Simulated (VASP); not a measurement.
# BaZrO3 (Pm-3m) in VASP: further runs, part 2 of 3

VASP 6.6.1. Earlier steps stand in the parts before.

## (5) Single point, r2SCAN (strain +3.0%)

File POSCAR:

```
BaZrO3
1.0
    4.3315155616      0.0000000000      0.0000000000
    0.0000000000      4.3315155616      0.0000000000
    0.0000000000      0.0000000000      4.3315155616
Ba Zr O
1 1 3
Direct
    0.0000000000      0.0000000000      0.0000000000
    0.5000000000      0.5000000000      0.5000000000
    0.5000000000      0.5000000000      0.0000000000
    0.5000000000      0.0000000000      0.5000000000
    0.0000000000      0.5000000000      0.5000000000
```

File INCAR.step1:

```
SYSTEM = BaZrO3
  PREC = Accurate
  ENCUT = 520
  ISMEAR = 0
  SIGMA = 0.01
  LREAL = .FALSE.
  LASPH = .TRUE.
  NELM = 80
  NBANDS = 28
  GGA = PE
  ALGO = Normal
  EDIFF = 1E-4
  LWAVE = .TRUE.
  LCHARG = .FALSE.
```

File INCAR.step2:

```
SYSTEM = BaZrO3
  PREC = Accurate
  ENCUT = 520
  EDIFF = 1E-7
  ISMEAR = 0
  SIGMA = 0.01
  LREAL = .FALSE.
  LASPH = .TRUE.
  NELM = 80
  ALGO = Normal
  ISIF = 2
  LWAVE = .FALSE.
  LCHARG = .FALSE.
  METAGGA = R2SCAN
  LMIXTAU = .TRUE.
  NBANDS = 28
  ISTART = 1
```

File KPOINTS:

```
regular mesh
0
G
  6 6 6
  0 0 0
```

Potentials or basis: VASP PAW PBE potentials, release 64 (Ba_sv, Zr_sv, O).

Launch:

```bash
> cat potpaw_PBE.64/Ba_sv/POTCAR potpaw_PBE.64/Zr_sv/POTCAR potpaw_PBE.64/O/POTCAR > POTCAR
> cp INCAR.step1 INCAR
> mpirun -np 1 vasp_std > vasp.out
> cp INCAR.step2 INCAR
> mpirun -np 1 vasp_std > vasp.out
```

OUTCAR:

```text
SYSTEM = BaZrO3
   PREC = Accurate
   ENCUT = 520
   EDIFF = 1E-7
   ISMEAR = 0
   LREAL = .FALSE.
   LASPH = .TRUE.
   NELM = 80
   ISIF = 2
   METAGGA = R2SCAN
   ISTART = 1

 ion  position               nearest neighbor table
   1  0.000  0.000  0.000-   3 3.06   4 3.06   5 3.06   4 3.06   5 3.06   3 3.06   5 3.06   5 3.06
                             3 3.06   4 3.06   4 3.06   3 3.06   2 3.75   2 3.75   2 3.75   2 3.75
   2  0.500  0.500  0.500-   3 2.17   4 2.17   5 2.17   3 2.17   4 2.17   5 2.17   1 3.75   1 3.75
[... 821 lines left out ...]
  -------------------------------------------------------------------------------------
  Total       -5.7095545     -5.7095545     -5.7095545     -0.0000000      0.0000000     -0.0000000
  in kB     -112.5623536   -112.5623536   -112.5623536     -0.0000000      0.0000000     -0.0000000
  external PRESSURE =    -112.5623536 kB  Pullay stress =       0.0000000 kB

 VOLUME and BASIS-vectors are now :
 -----------------------------------------------------------------------------
  energy-cutoff  :      520.00
  volume of cell :       81.27
      direct lattice vectors                 reciprocal lattice vectors
     4.331515562  0.000000000  0.000000000     0.230866076  0.000000000  0.000000000
     0.000000000  4.331515562  0.000000000     0.000000000  0.230866076  0.000000000
     0.000000000  0.000000000  4.331515562     0.000000000  0.000000000  0.230866076

 POSITION                                       TOTAL-FORCE (eV/Angst)
 -----------------------------------------------------------------------------------
      0.00000      0.00000      0.00000         0.000000      0.000000      0.000000
      2.16576      2.16576      2.16576         0.000000      0.000000      0.000000
      2.16576      2.16576      0.00000         0.000000      0.000000      0.000000
      2.16576      0.00000      2.16576         0.000000      0.000000      0.000000
      0.00000      2.16576      2.16576         0.000000      0.000000      0.000000
 -----------------------------------------------------------------------------------
    total drift:                                0.000000     -0.000000     -0.000000

  FREE ENERGIE OF THE ION-ELECTRON SYSTEM (eV)
  ---------------------------------------------------
  free  energy   TOTEN  =       -84.8700291634 eV

  energy  without entropy=      -84.8700291634  energy(sigma->0) =      -84.87002916
```

OUTCAR.step1:

```text
SYSTEM = BaZrO3
   PREC = Accurate
   ENCUT = 520
   ISMEAR = 0
   LREAL = .FALSE.
   LASPH = .TRUE.
[... 847 lines left out ...]
      2.16576      2.16576      0.00000         0.000000      0.000000      0.000000
      2.16576      0.00000      2.16576         0.000000      0.000000      0.000000
      0.00000      2.16576      2.16576         0.000000      0.000000      0.000000
 -----------------------------------------------------------------------------------
    total drift:                                0.000000     -0.000000     -0.000000

  FREE ENERGIE OF THE ION-ELECTRON SYSTEM (eV)
  ---------------------------------------------------
  free  energy   TOTEN  =       -41.5801323254 eV

  energy  without entropy=      -41.5801323254  energy(sigma->0) =      -41.58013233
```

Wall time 90 s (1 thread of AMD EPYC 9R45 (Zen 5), shared host); peak memory 0.18 GiB.

Results:

```
Free energy            : -84.8700 eV
Pressure               : -11.3 GPa
Band gap on the k mesh : 3.44 eV, indirect (least direct gap 3.77 eV)
```

Caveat: the cell differs from its parent crystal (strain +3.0%); the PAW data sets were made with another functional, which shifts forces and pressure a little; spin-orbit coupling is left out, which moves the levels of the heavy elements.

## (6) Single point, r2SCAN (strain +4.0%)

POSCAR, as its differences from that of step 5:

```diff
@@ -2,5 +2,5 @@
 1.0
-    4.3315155616      0.0000000000      0.0000000000
-    0.0000000000      4.3315155616      0.0000000000
-    0.0000000000      0.0000000000      4.3315155616
+    4.3735691108      0.0000000000      0.0000000000
+    0.0000000000      4.3735691108      0.0000000000
+    0.0000000000      0.0000000000      4.3735691108
 Ba Zr O
```

File INCAR.step1:

```
SYSTEM = BaZrO3
PREC = Accurate
ENCUT = 520
ISMEAR = 0
SIGMA = 0.01
LREAL = .FALSE.
LASPH = .TRUE.
NELM = 60
NBANDS = 28
GGA = PE
ALGO = Normal
EDIFF = 1E-4
LWAVE = .TRUE.
LCHARG = .FALSE.
```

File INCAR.step2:

```
SYSTEM = BaZrO3
PREC = Accurate
ENCUT = 520
EDIFF = 1E-6
ISMEAR = 0
SIGMA = 0.01
LREAL = .FALSE.
LASPH = .TRUE.
NELM = 60
ALGO = Normal
ISIF = 2
LWAVE = .FALSE.
LCHARG = .FALSE.
METAGGA = R2SCAN
LMIXTAU = .TRUE.
NBANDS = 28
ISTART = 1
```

KPOINTS is that of step 5.

Potentials or basis: VASP PAW PBE potentials, release 64 (Ba_sv, Zr_sv, O).

Launch:

```bash
> cat potpaw_PBE.64/Ba_sv/POTCAR potpaw_PBE.64/Zr_sv/POTCAR potpaw_PBE.64/O/POTCAR > POTCAR
> cp INCAR.step1 INCAR
> mpirun -np 1 vasp_std > vasp.out
> cp INCAR.step2 INCAR
> mpirun -np 1 vasp_std > vasp.out
```

OUTCAR:

```text
SYSTEM = BaZrO3
   PREC = Accurate
   ENCUT = 520
   EDIFF = 1E-6
   ISMEAR = 0
   LREAL = .FALSE.
   LASPH = .TRUE.
   NELM = 60
   ISIF = 2
   METAGGA = R2SCAN
   ISTART = 1

 ion  position               nearest neighbor table
   1  0.000  0.000  0.000-   3 3.09   4 3.09   5 3.09   4 3.09   5 3.09   3 3.09   5 3.09   5 3.09
                             3 3.09   4 3.09   4 3.09   3 3.09   2 3.79   2 3.79   2 3.79   2 3.79
   2  0.500  0.500  0.500-   3 2.19   4 2.19   5 2.19   3 2.19   4 2.19   5 2.19   1 3.79   1 3.79
                             1 3.79   1 3.79   1 3.79   1 3.79   1 3.79   1 3.79
   3  0.500  0.500  0.000-   2 2.19   2 2.19   1 3.09   1 3.09   1 3.09   1 3.09
   4  0.500  0.000  0.500-   2 2.19   2 2.19   1 3.09   1 3.09   1 3.09   1 3.09
   5  0.000  0.500  0.500-   2 2.19   2 2.19   1 3.09   1 3.09   1 3.09   1 3.09

  LATTYP: Found a simple cubic cell.
 ALAT       =     4.3735691108

  Lattice vectors:

 A1 = (   4.3735691108,   0.0000000000,   0.0000000000)
 A2 = (   0.0000000000,   4.3735691108,   0.0000000000)
 A3 = (   0.0000000000,   0.0000000000,   4.3735691108)

Analysis of symmetry for initial positions (statically):
=====================================================================
 Subroutine PRICEL returns:
 Original cell was already a primitive cell.

 Routine SETGRP: Setting up the symmetry group for a
 simple cubic supercell.

 Subroutine GETGRP returns: Found 48 space group operations
 (whereof 48 operations were pure point group operations)
 out of a pool of 48 trial point group operations.

The static configuration has the point symmetry O_h .

Analysis of symmetry for dynamics (positions and initial velocities):
=====================================================================
 Subroutine PRICEL returns:
 Original cell was already a primitive cell.

 Routine SETGRP: Setting up the symmetry group for a
 simple cubic supercell.

 Subroutine GETGRP returns: Found 48 space group operations
 (whereof 48 operations were pure point group operations)
 out of a pool of 48 trial point group operations.

The dynamic configuration has the point symmetry O_h .

 Subroutine INISYM returns: Found 48 space group operations
 (whereof 48 operations are pure point group operations),
 and found     1 'primitive' translations

----------------------------------------------------------------------------------------

                                     Primitive cell

  volume of cell :      83.6581

  direct lattice vectors                    reciprocal lattice vectors
     4.373569111  0.000000000  0.000000000     0.228646210  0.000000000  0.000000000
     0.000000000  4.373569111  0.000000000     0.000000000  0.228646210  0.000000000
     0.000000000  0.000000000  4.373569111     0.000000000  0.000000000  0.228646210

  length of vectors
     4.373569111  4.373569111  4.373569111     0.228646210  0.228646210  0.228646210

  position of ions in fractional coordinates (direct lattice)
     0.000000000  0.000000000  0.000000000
     0.500000000  0.500000000  0.500000000
     0.500000000  0.500000000  0.000000000
     0.500000000  0.000000000  0.500000000
     0.000000000  0.500000000  0.500000000

  ion indices of the primitive-cell ions
   primitive index   ion index
                 1           1
                 2           2
[... 31 lines left out ...]
            Coordinates               Weight
  0.000000  0.000000  0.000000      1.000000
  0.166667  0.000000  0.000000      6.000000
  0.333333  0.000000  0.000000      6.000000
  0.500000  0.000000  0.000000      3.000000
  0.166667  0.166667  0.000000     12.000000
  0.333333  0.166667  0.000000     24.000000
[... 12 lines left out ...]
  0.500000  0.500000  0.333333      6.000000
  0.500000  0.500000  0.500000      1.000000
   k-points           NKPTS =     20   k-points in BZ     NKDIM =     20   number of bands    NBANDS=     28
   number of dos      NEDOS =    301   number of ions     NIONS =      5
   total plane-waves  NPLWV =  46656
   dimension x,y,z NGX =    36 NGY =   36 NGZ =   36
   dimension x,y,z NGXF=    72 NGYF=   72 NGZF=   72
   ions per type =               1   1   3
   NGX,Y,Z   is equivalent  to a cutoff of  13.68, 13.68, 13.68 a.u.
   NGXF,Y,Z  is equivalent  to a cutoff of  27.37, 27.37, 27.37 a.u.
 SYSTEM =  BaZrO3
   PREC   = accura    normal or accurate (medium, high low for compatibility)
   ISTART =      1    job   : 0-new  1-cont  2-samecut
   ICHARG =      0    charge: 1-file 2-atom 10-const
   ISPIN  =      1    spin polarized calculation?
   LNONCOLLINEAR =      F non collinear calculations
   LSORBIT =      F    spin-orbit coupling
   LASPH  =      T    aspherical Exc in radial PAW
   ENCUT  =  520.0 eV  38.22 Ry    6.18 a.u.   8.13  8.13  8.13*2*pi/ulx,y,z
   NELM   =     60;   NELMIN=  2; NELMDL=  0     # of ELM steps
   EDIFF  = 0.1E-05   stopping-criterion for ELM
   LREAL  =      F    real-space projection
   EDIFFG = 0.1E-04   stopping-criterion for IOM
   NSW    =      0    number of steps for IOM
   IBRION =     -1    ionic relax: 0-MD 1-quasi-New 2-CG
   NFREE  =      0    steps in history (QN), initial steepest desc. (CG)
   ISIF   =      2    stress and relaxation
   ISYM   =      2    0-nonsym 1-usesym 2-fastsym
   POTIM  = 0.5000    time-step for ionic-motion
   TEBEG  =    0.0;   TEEND  =   0.0 temperature during run
   PSTRESS=    0.0 pullay stress
   NELECT =      40.0000    total number of electrons
   NUPDOWN=      -1.0000    fix difference up-down
   EMIN   =  10.00;   EMAX   =-10.00  energy-range for DOS
   EFERMI =   0.00;   METHOD = LEGACY
   ISMEAR =     0;   SIGMA  =   0.01  broadening in eV -4-tet -1-fermi 0-gaus
   EFERMI_NEDOS =   21; number of points for ismear=-14 and -15
   IALGO  =     38    algorithm
   IMIX   =      4    mixing-type and parameters
     AMIX     =   0.40;   BMIX     =  1.00
     AMIX_MAG =   1.60;   BMIX_MAG =  1.00
  volume/ion in A,a.u.               =      16.73       112.91
  Fermi-wavevector in a.u.,A,eV,Ry     =   1.280144  2.419121 22.296802  1.638769
  Thomas-Fermi vector in A             =   2.412589
   LORBIT       =      0    0 simple, 1 ext, 2 COOP (PROOUT), +10 PAW based schemes
   METAGGA = R2SCAN    functional components
   LHFCALC =     F    Hartree Fock is set to
   AEXX    =    0.0000 exact exchange contribution
   IVDW    =     0    specifies the selected vdW correction
   LEPSILON=     F    determine dielectric tensor
   LRPA    =     F    only Hartree local field effects (RPA)
 non-spin polarized calculation
 Gauss-broadening in eV      SIGMA  =   0.01
  energy-cutoff  :      520.00
  volume of cell :       83.66
 maximum number of plane-waves:      2301
 NGX is ok and might be reduce to    36
   NGX = 17   NGY = 17   NGZ = 17

 number of electron      39.9999978 magnetization

 Free energy of the ion-electron system (eV)
  ---------------------------------------------------
  ext. energy  EPLUGINS =         0.00000000
  ---------------------------------------------------
  free energy    TOTEN  =       -84.68139008 eV

  energy without entropy =      -84.68139008  energy(sigma->0) =      -84.68139008

 E-fermi :   2.6834     XC(G=0): -10.7108

 val. band max:        2.6307569925   @ k =   0.5000   0.5000   0.5000
 cond. band min:       5.9929780941   @ k =   0.0000   0.0000   0.0000
 fundamental gap:      3.3622211015
 Fermi energy:         2.6833814453

 k-point     1 :       0.0000    0.0000    0.0000
  band No.  band energies     occupation
      1     -46.7206      2.00000
      2     -24.0112      2.00000
      3     -24.0112      2.00000
      4     -24.0112      2.00000
      5     -23.7975      2.00000
      6     -14.4781      2.00000
[... 609 lines left out ...]
     27      11.5450      0.00000
     28      11.5450      0.00000

------------------------ aborting loop because EDIFF is reached ----------------------------------------

  FORCE on cell =-STRESS in cart. coord.  units (eV):
  Direction    XX          YY          ZZ          XY          YZ          ZX
  --------------------------------------------------------------------------------------
  -------------------------------------------------------------------------------------
  Total       -7.4397308     -7.4397308     -7.4397308      0.0000000     -0.0000000      0.0000000
  in kB     -142.4819404   -142.4819404   -142.4819404      0.0000000     -0.0000000      0.0000000
  external PRESSURE =    -142.4819404 kB  Pullay stress =       0.0000000 kB

 VOLUME and BASIS-vectors are now :
 -----------------------------------------------------------------------------
  energy-cutoff  :      520.00
  volume of cell :       83.66
      direct lattice vectors                 reciprocal lattice vectors
     4.373569111  0.000000000  0.000000000     0.228646210  0.000000000  0.000000000
     0.000000000  4.373569111  0.000000000     0.000000000  0.228646210  0.000000000
     0.000000000  0.000000000  4.373569111     0.000000000  0.000000000  0.228646210

 POSITION                                       TOTAL-FORCE (eV/Angst)
 -----------------------------------------------------------------------------------
      0.00000      0.00000      0.00000         0.000000      0.000000      0.000000
      2.18678      2.18678      2.18678         0.000000      0.000000      0.000000
      2.18678      2.18678      0.00000         0.000000      0.000000      0.000000
      2.18678      0.00000      2.18678         0.000000      0.000000      0.000000
      0.00000      2.18678      2.18678         0.000000      0.000000      0.000000
 -----------------------------------------------------------------------------------
    total drift:                                0.000000      0.000000      0.000000

  FREE ENERGIE OF THE ION-ELECTRON SYSTEM (eV)
  ---------------------------------------------------
  free  energy   TOTEN  =       -84.6813900795 eV

  energy  without entropy=      -84.6813900795  energy(sigma->0) =      -84.68139008
```

It took 2.2 min on 1 thread of AMD EPYC 9R45 (Zen 5), shared host; peak memory 0.21 GiB.

What came out:

```yaml
Free_energy: -84.6814 eV
Pressure: -14.2 GPa
Band_gap_on_the_k_mesh: 3.36 eV, indirect (least direct gap 3.70 eV)
```

Caveat: the cell differs from its parent crystal (strain +4.0%); the PAW data sets were made with another functional, which shifts forces and pressure a little; spin-orbit coupling is left out, which moves the levels of the heavy elements.

(Part 2 of 3 ends here.)
